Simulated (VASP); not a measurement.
# Al2H3 (Cm) in VASP: single point with PBE

Aim: the single point of Al2H3 with PBE.

Program: VASP 6.6.1. These are calculated values, not measurements. Logs are shortened: lines on timing, memory, paths and dates and some standing lists are left out, and cuts for length are marked.

### 1 The cell of the first run

It takes space group Cm (No. 8, monoclinic). Conventional cell: a = 11.913 Å, b = 2.726 Å, c = 6.828 Å, α = 90.00°, β = 105.01°, γ = 90.00°. Within 2.4 Å of Al (site symmetry m) lie 2 H at 1.79 to 1.82 Å. Within 2.4 Å of Al (site symmetry m) lie 2 H at 1.80 to 1.81 Å. Within 2.3 Å of Al (site symmetry m) lie 6 H at 1.70 to 1.82 Å. Within 2.4 Å of Al (site symmetry m) lie 3 H at 1.77 to 2.13 Å. H (site symmetry m) has 2 Al at 1.72 to 1.85 Å within 2.3 Å. H (site symmetry m) has 3 Al at 1.82 to 2.13 Å and 8 H at 2.32 to 2.73 Å within 2.8 Å. H (site symmetry m) has 2 Al at 1.76 Å and 7 H at 2.32 to 2.48 Å within 2.5 Å. H (site symmetry m) has 2 Al at 1.70 to 1.80 Å within 2.3 Å.

### 2 Single point, PBE

File INCAR:

```
  PREC = Accurate
  ENCUT = 520
  EDIFF = 1E-6
  ISMEAR = 0
  SIGMA = 0.1
  LREAL = False
  LASPH = True
  NELM = 60
  ALGO = Normal
  ISIF = 2
  LWAVE = False
  LCHARG = True
  GGA = PE
  LELF = True
  LVHAR = True
  NBANDS = 20
```

File KPOINTS:

```
regular mesh
0
Gamma
  14 14 6
```

File POSCAR:

```
Al2H3
1.0
    5.9562522551     -1.3628269245     -0.0186982472
    5.9562522551      1.3628269245     -0.0186982472
   -1.7476885922      0.0000000000      6.6006460377
Al H
4 6
Direct
    0.7631292799      0.7631292799      0.3472595593
    0.4513506128      0.4513506128      0.2513542878
    0.6004921499      0.6004921499      0.7248833656
    0.8680262406      0.8680262406      0.8850672841
    0.7213431186      0.7213431186      0.9287787682
    0.0386354194      0.0386354194      0.8398562007
    0.1552182772      0.1552182772      0.6157943161
    0.4813527912      0.4813527912      0.5243739449
    0.6053282365      0.6053282365      0.2653473154
    0.8182312109      0.8182312109      0.6172849579
```

Potentials or basis: VASP PAW PBE potentials, release 64 (Al, H).

Run with:

```console
cat potpaw_PBE.64/Al/POTCAR potpaw_PBE.64/H/POTCAR > POTCAR
mpirun -np 1 vasp_std > vasp.out
```

OUTCAR:

```text
PREC = Accurate
   ENCUT = 520
   EDIFF = 1E-6
   ISMEAR = 0
   LREAL = False
   LASPH = True
   NELM = 60
   ISIF = 2
   GGA = PE

 ion  position               nearest neighbor table
   1  0.763  0.763  0.347-  10 1.79   9 1.82   2 2.84   2 2.84
   2  0.451  0.451  0.251-   8 1.80   9 1.81   4 2.79   4 2.79   1 2.84   1 2.84   3 3.26
   3  0.600  0.600  0.725-   8 1.70   5 1.72   7 1.76   7 1.76   6 1.82   6 1.82   4 3.09   2 3.26

   4  0.868  0.868  0.885-  10 1.77   5 1.85   2 2.79   2 2.79   3 3.09
   5  0.721  0.721  0.929-   3 1.72   4 1.85
   6  0.039  0.039  0.840-   3 1.82   3 1.82
   7  0.155  0.155  0.616-   3 1.76   3 1.76
   8  0.481  0.481  0.524-   3 1.70   2 1.80
   9  0.605  0.605  0.265-   2 1.81   1 1.82
  10  0.818  0.818  0.617-   4 1.77   1 1.79

  LATTYP: Found a base centered monoclinic cell.
 ALAT       =    11.9125632088
 B/A-ratio  =     0.2288049852
 C/A-ratio  =     0.5731847492
 COS(beta)  =    -0.2589887616

  Lattice vectors:

 A1 = (   5.9562522551,  -1.3628269245,  -0.0186982472)
 A2 = (   5.9562522551,   1.3628269245,  -0.0186982472)
 A3 = (  -1.7476885922,   0.0000000000,   6.6006460377)

Analysis of symmetry for initial positions (statically):
=====================================================================
 Subroutine PRICEL returns:
 Original cell was already a primitive cell.

 Routine SETGRP: Setting up the symmetry group for a
 base centered monoclinic supercell.

 Subroutine GETGRP returns: Found  2 space group operations
 (whereof  2 operations were pure point group operations)
 out of a pool of  4 trial point group operations.

The static configuration has the point symmetry C_1h.

Analysis of symmetry for dynamics (positions and initial velocities):
=====================================================================
 Subroutine PRICEL returns:
 Original cell was already a primitive cell.

 Routine SETGRP: Setting up the symmetry group for a
 base centered monoclinic supercell.

 Subroutine GETGRP returns: Found  2 space group operations
 (whereof  2 operations were pure point group operations)
 out of a pool of  4 trial point group operations.

The dynamic configuration has the point symmetry C_1h.

 Subroutine INISYM returns: Found  2 space group operations
 (whereof  2 operations are pure point group operations),
 and found     1 'primitive' translations
[... 117 lines left out ...]
   ISIF   =      2    stress and relaxation
   ISYM   =      2    0-nonsym 1-usesym 2-fastsym
   POTIM  = 0.5000    time-step for ionic-motion
   TEBEG  =    0.0;   TEEND  =   0.0 temperature during run
   PSTRESS=    0.0 pullay stress
   NELECT =      18.0000    total number of electrons
   NUPDOWN=      -1.0000    fix difference up-down
   EMIN   =  10.00;   EMAX   =-10.00  energy-range for DOS
   EFERMI =   0.00;   METHOD = LEGACY
   ISMEAR =     0;   SIGMA  =   0.10  broadening in eV -4-tet -1-fermi 0-gaus
   EFERMI_NEDOS =   21; number of points for ismear=-14 and -15
   IALGO  =     38    algorithm
   IMIX   =      4    mixing-type and parameters
     AMIX     =   0.40;   BMIX     =  1.00
     AMIX_MAG =   1.60;   BMIX_MAG =  1.00
  volume/ion in A,a.u.               =      10.71        72.25
  Fermi-wavevector in a.u.,A,eV,Ry     =   0.903530  1.707424 11.107343  0.816367
  Thomas-Fermi vector in A             =   2.026867
   LORBIT       =      0    0 simple, 1 ext, 2 COOP (PROOUT), +10 PAW based schemes
   GGA     = PE    functional components
   LHFCALC =     F    Hartree Fock is set to
   AEXX    =    0.0000 exact exchange contribution
   IVDW    =     0    specifies the selected vdW correction
   LEPSILON=     F    determine dielectric tensor
   LRPA    =     F    only Hartree local field effects (RPA)
 non-spin polarized calculation
 Gauss-broadening in eV      SIGMA  =   0.10
  energy-cutoff  :      520.00
  volume of cell :      107.07
 maximum number of plane-waves:      2908
 NGX is ok and might be reduce to    48
   NGX = 23   NGY = 23   NGZ = 25

 number of electron      18.0000000 magnetization

 Free energy of the ion-electron system (eV)
  ---------------------------------------------------
  ext. energy  EPLUGINS =         0.00000000
  ---------------------------------------------------
  free energy    TOTEN  =       -33.63816083 eV

  energy without entropy =      -33.63372330  energy(sigma->0) =      -33.63594207

 E-fermi :   4.7094     XC(G=0):  -9.0853

 val. band max:        4.6924973995   @ k =   0.5000   0.5000  -0.0000
 cond. band min:       4.7213714493   @ k =   0.2857   0.2143  -0.0000
 fundamental gap:      0.0288740499
 Fermi energy:         4.7093862199

 k-point     1 :       0.0000    0.0000    0.0000
  band No.  band energies     occupation
      1      -6.5463      2.00000
      2      -3.7704      2.00000
      3      -2.9387      2.00000
      4      -2.3843      2.00000
      5      -1.8094      2.00000
      6      -1.0165      2.00000
[... 541 lines left out ...]
     19      11.8991      0.00000
     20      13.2241      0.00000

 [... further k-points ...]

------------------------ aborting loop because EDIFF is reached ----------------------------------------

  FORCE on cell =-STRESS in cart. coord.  units (eV):
  Direction    XX          YY          ZZ          XY          YZ          ZX
  --------------------------------------------------------------------------------------
  -------------------------------------------------------------------------------------
  Total       -0.0989883     -0.0882668     -0.0735616      0.0000000      0.0000000     -0.0166770
  in kB       -1.4812396     -1.3208055     -1.1007603      0.0000000      0.0000000     -0.2495505
  external PRESSURE =      -1.3009352 kB  Pullay stress =       0.0000000 kB

 VOLUME and BASIS-vectors are now :
 -----------------------------------------------------------------------------
  energy-cutoff  :      520.00
  volume of cell :      107.07
      direct lattice vectors                 reciprocal lattice vectors
     5.956252255 -1.362826924 -0.018698247     0.084015237 -0.366884445  0.022245167
     5.956252255  1.362826924 -0.018698247     0.084015237  0.366884445  0.022245167
    -1.747688592  0.000000000  6.600646038     0.000475995  0.000000000  0.151626354

 POSITION                                       TOTAL-FORCE (eV/Angst)
 -----------------------------------------------------------------------------------
      8.48388      0.00000      2.26360        -0.001371      0.000000      0.003656
      4.93743      0.00000      1.64222         0.001741      0.000000      0.002427
      5.88650      0.00000      4.76224         0.004721      0.000000     -0.003073
      8.79354      0.00000      5.80955        -0.000227      0.000000     -0.002157
      6.96979      0.00000      6.10356        -0.004167      0.000000     -0.002569
     -1.00756      0.00000      5.54215        -0.002426      0.000000      0.004201
      0.77282      0.00000      4.05884        -0.000558      0.000000      0.000736
      4.81767      0.00000      3.44321        -0.000474      0.000000     -0.002369
      6.74723      0.00000      1.72883         0.002818      0.000000      0.000114
      8.66836      0.00000      4.04388        -0.000056      0.000000     -0.000966
 -----------------------------------------------------------------------------------
    total drift:                                0.000123      0.000000      0.000083

  FREE ENERGIE OF THE ION-ELECTRON SYSTEM (eV)
  ---------------------------------------------------
  free  energy   TOTEN  =       -33.6381608313 eV

  energy  without entropy=      -33.6337232992  energy(sigma->0) =      -33.63594207
```

It took 33 min on 1 thread of Intel Xeon 8259CL, shared host; peak memory 0.71 GiB.

What came out:

```yaml
Free_energy: -33.6382 eV
Pressure: -0.1 GPa
Largest_force: 0.006 eV/Å
Band_gap_on_the_k_mesh: zero (bands 9 and 10 overlap by 0.77 eV)
```

Forces in eV/Å, atoms in the order of the input:
```
Al  -0.001  0.000  0.004
Al   0.002  0.000  0.002
Al   0.005  0.000 -0.003
Al   0.000  0.000 -0.002
H   -0.004  0.000 -0.003
H   -0.002  0.000  0.004
H   -0.001  0.000  0.001
H    0.000  0.000 -0.002
H    0.003  0.000  0.000
H    0.000  0.000 -0.001
```

The gap in the log of VASP goes by the Fermi energy; the results here count the filled bands.